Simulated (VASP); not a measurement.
# Al (Fm-3m) in VASP: further runs, part 2 of 2

VASP 6.6.1.

## 4. Single point, LDA (volume scaled by 0.8)

INCAR reads:

```
PREC = Accurate
ENCUT = 520
EDIFF = 1E-6
ISMEAR = -1
SIGMA = 0.05
LREAL = F
LASPH = T
NELM = 60
ALGO = Normal
ISIF = 2
LWAVE = F
LCHARG = F
NBANDS = 8
```

KPOINTS reads:

```
regular mesh
0
Gamma
  18 18 18
```

POSCAR reads:

```
Al
1.0
    0.0000000000      1.8490038461      1.8490038461
    1.8490038461      0.0000000000      1.8490038461
    1.8490038461      1.8490038461      0.0000000000
Al
1
Direct
    0.0000000000      0.0000000000      0.0000000000
```

Potentials or basis: VASP PAW LDA potentials, release 64 (Al).

The run is started by

```
$ cat potpaw_LDA.64/Al/POTCAR > POTCAR
$ mpirun -np 1 vasp_std > vasp.out
```

OUTCAR:

```text
PREC = Accurate
   ENCUT = 520
   EDIFF = 1E-6
   ISMEAR = -1
   LREAL = F
   LASPH = T
   NELM = 60
   ISIF = 2

 ion  position               nearest neighbor table
   1  0.000  0.000  0.000-

  LATTYP: Found a face centered cubic cell.
 ALAT       =     3.6980076922

  Lattice vectors:

 A1 = (   0.0000000000,   1.8490038461,   1.8490038461)
 A2 = (   1.8490038461,   0.0000000000,   1.8490038461)
 A3 = (   1.8490038461,   1.8490038461,   0.0000000000)

Analysis of symmetry for initial positions (statically):
=====================================================================
 Subroutine PRICEL returns:
 Original cell was already a primitive cell.

 Routine SETGRP: Setting up the symmetry group for a
 face centered cubic supercell.

 Subroutine GETGRP returns: Found 48 space group operations
 (whereof 48 operations were pure point group operations)
 out of a pool of 48 trial point group operations.

The static configuration has the point symmetry O_h .

Analysis of symmetry for dynamics (positions and initial velocities):
=====================================================================
 Subroutine PRICEL returns:
 Original cell was already a primitive cell.

 Routine SETGRP: Setting up the symmetry group for a
 face centered cubic supercell.

 Subroutine GETGRP returns: Found 48 space group operations
 (whereof 48 operations were pure point group operations)
 out of a pool of 48 trial point group operations.

The dynamic configuration has the point symmetry O_h .

 Subroutine INISYM returns: Found 48 space group operations
 (whereof 48 operations are pure point group operations),
 and found     1 'primitive' translations

----------------------------------------------------------------------------------------

                                     Primitive cell

  volume of cell :      12.6428

  direct lattice vectors                    reciprocal lattice vectors
     0.000000000  1.849003846  1.849003846    -0.270415879  0.270415879  0.270415879
     1.849003846  0.000000000  1.849003846     0.270415879 -0.270415879  0.270415879
     1.849003846  1.849003846  0.000000000     0.270415879  0.270415879 -0.270415879

  length of vectors
     2.614886316  2.614886316  2.614886316     0.468374041  0.468374041  0.468374041

  position of ions in fractional coordinates (direct lattice)
     0.000000000  0.000000000  0.000000000

  ion indices of the primitive-cell ions
   primitive index   ion index
                 1           1

----------------------------------------------------------------------------------------

 KPOINTS: regular mesh

Automatic generation of k-mesh.
 Grid dimensions read from file:
 generate k-points for:   18   18   18

 Generating k-lattice:

  Cartesian coordinates                     Fractional coordinates (reciprocal lattice)
    -0.015023104  0.015023104  0.015023104     0.055555556  0.000000000  0.000000000
     0.015023104 -0.015023104  0.015023104     0.000000000  0.055555556  0.000000000
     0.015023104  0.015023104 -0.015023104     0.000000000  0.000000000  0.055555556

  Length of vectors
     0.026020780  0.026020780  0.026020780

  Shift w.r.t. Gamma in fractional coordinates (k-lattice)
     0.000000000  0.000000000  0.000000000

 Subroutine IBZKPT returns following result:
 ===========================================

 Found    195 irreducible k-points:

 Following reciprocal coordinates:
            Coordinates               Weight
  0.000000  0.000000  0.000000      1.000000
  0.055556  0.000000  0.000000      8.000000
  0.111111  0.000000  0.000000      8.000000
  0.166667  0.000000  0.000000      8.000000
  0.222222  0.000000  0.000000      8.000000
  0.277778  0.000000  0.000000      8.000000
[... 16 lines left out ...]
 -0.277778  0.055556  0.000000     24.000000
 -0.222222  0.055556  0.000000     24.000000
 [... further k-points ...]
   k-points           NKPTS =    195   k-points in BZ     NKDIM =    195   number of bands    NBANDS=      8
   number of dos      NEDOS =    301   number of ions     NIONS =      1
   total plane-waves  NPLWV =   8000
   dimension x,y,z NGX =    20 NGY =   20 NGZ =   20
   dimension x,y,z NGXF=    40 NGYF=   40 NGZF=   40
   ions per type =               1
   NGX,Y,Z   is equivalent  to a cutoff of  12.72, 12.72, 12.72 a.u.
   NGXF,Y,Z  is equivalent  to a cutoff of  25.43, 25.43, 25.43 a.u.
 SYSTEM =  unknown system
   PREC   = accura    normal or accurate (medium, high low for compatibility)
   ISTART =      0    job   : 0-new  1-cont  2-samecut
   ICHARG =      2    charge: 1-file 2-atom 10-const
   ISPIN  =      1    spin polarized calculation?
   LNONCOLLINEAR =      F non collinear calculations
   LSORBIT =      F    spin-orbit coupling
   LASPH  =      T    aspherical Exc in radial PAW
   ENCUT  =  520.0 eV  38.22 Ry    6.18 a.u.   4.86  4.86  4.86*2*pi/ulx,y,z
   NELM   =     60;   NELMIN=  2; NELMDL= -5     # of ELM steps
   EDIFF  = 0.1E-05   stopping-criterion for ELM
   LREAL  =      F    real-space projection
   EDIFFG = 0.1E-04   stopping-criterion for IOM
   NSW    =      0    number of steps for IOM
   IBRION =     -1    ionic relax: 0-MD 1-quasi-New 2-CG
   NFREE  =      0    steps in history (QN), initial steepest desc. (CG)
   ISIF   =      2    stress and relaxation
   ISYM   =      2    0-nonsym 1-usesym 2-fastsym
   POTIM  = 0.5000    time-step for ionic-motion
   TEBEG  =    0.0;   TEEND  =   0.0 temperature during run
   PSTRESS=    0.0 pullay stress
   NELECT =       3.0000    total number of electrons
   NUPDOWN=      -1.0000    fix difference up-down
   EMIN   =  10.00;   EMAX   =-10.00  energy-range for DOS
   EFERMI =   0.00;   METHOD = LEGACY
   ISMEAR =    -1;   SIGMA  =   0.05  broadening in eV -4-tet -1-fermi 0-gaus
   EFERMI_NEDOS =   21; number of points for ismear=-14 and -15
   IALGO  =     38    algorithm
   IMIX   =      4    mixing-type and parameters
     AMIX     =   0.40;   BMIX     =  1.00
     AMIX_MAG =   1.60;   BMIX_MAG =  1.00
  volume/ion in A,a.u.               =      12.64        85.32
  Fermi-wavevector in a.u.,A,eV,Ry     =   1.013524  1.915283 13.976329  1.027231
  Thomas-Fermi vector in A             =   2.146698
   LORBIT       =      0    0 simple, 1 ext, 2 COOP (PROOUT), +10 PAW based schemes
   GGA     = CA    functional components
   LHFCALC =     F    Hartree Fock is set to
   AEXX    =    0.0000 exact exchange contribution
   IVDW    =     0    specifies the selected vdW correction
   LEPSILON=     F    determine dielectric tensor
   LRPA    =     F    only Hartree local field effects (RPA)
 non-spin polarized calculation
  energy-cutoff  :      520.00
  volume of cell :       12.64
 maximum number of plane-waves:       348
   NGX =  9   NGY =  9   NGZ =  9

 number of electron       3.0000000 magnetization

 Free energy of the ion-electron system (eV)
  ---------------------------------------------------
  ext. energy  EPLUGINS =         0.00000000
  ---------------------------------------------------
  free energy    TOTEN  =        -3.93970050 eV

  energy without entropy =       -3.93706370  energy(sigma->0) =       -3.93838210

 E-fermi :  10.8329     XC(G=0): -11.3669

 val. band max:       10.8002207069   @ k =  -0.3333   0.0556   0.0000
 cond. band min:      10.8782641285   @ k =   0.5000   0.3889   0.0000
 fundamental gap:      0.0780434216
 Fermi energy:        10.8328610619

 k-point     1 :       0.0000    0.0000    0.0000
  band No.  band energies     occupation
      1      -2.2051      2.00000
      2      24.9695      0.00000
      3      24.9695      0.00000
      4      24.9695      0.00000
      5      28.5805      0.00000
      6      28.5805      0.00000
      7      28.5805      0.00000
      8      29.5361      0.00000
[... 243 lines left out ...]
 k-point    24 :      -0.2222    0.0556    0.0000
  band No.  band energies     occupation
      1      -0.2609      2.00000
      2      15.2819      0.00000
      3      21.7962      0.00000
      4      24.9281      0.00000
      5      27.2935      0.00000
      6      28.4871      0.00000
      7      29.1128      0.00000
      8      31.6902      0.00000

 [... further k-points ...]

------------------------ aborting loop because EDIFF is reached ----------------------------------------

  FORCE on cell =-STRESS in cart. coord.  units (eV):
  Direction    XX          YY          ZZ          XY          YZ          ZX
  --------------------------------------------------------------------------------------
  -------------------------------------------------------------------------------------
  Total        2.4613150      2.4613150      2.4613150     -0.0000000      0.0000000      0.0000000
  in kB      311.9136241    311.9136241    311.9136241     -0.0000000      0.0000000      0.0000000
  external PRESSURE =     311.9136241 kB  Pullay stress =       0.0000000 kB

 VOLUME and BASIS-vectors are now :
 -----------------------------------------------------------------------------
  energy-cutoff  :      520.00
  volume of cell :       12.64
      direct lattice vectors                 reciprocal lattice vectors
     0.000000000  1.849003846  1.849003846    -0.270415879  0.270415879  0.270415879
     1.849003846  0.000000000  1.849003846     0.270415879 -0.270415879  0.270415879
     1.849003846  1.849003846  0.000000000     0.270415879  0.270415879 -0.270415879

 POSITION                                       TOTAL-FORCE (eV/Angst)
 -----------------------------------------------------------------------------------
      0.00000      0.00000      0.00000         0.000000      0.000000      0.000000
 -----------------------------------------------------------------------------------
    total drift:                                0.000000     -0.000000     -0.000000

  FREE ENERGIE OF THE ION-ELECTRON SYSTEM (eV)
  ---------------------------------------------------
  free  energy   TOTEN  =        -3.9397004980 eV

  energy  without entropy=       -3.9370637036  energy(sigma->0) =       -3.93838210
```

It took 23 s on 1 thread of Intel Xeon 8259CL, shared host; peak memory 0.09 GiB.

What came out:

| Item | Value |
| --- | --- |
| Free energy | -3.9397 eV |
| Pressure | 31.2 GPa |
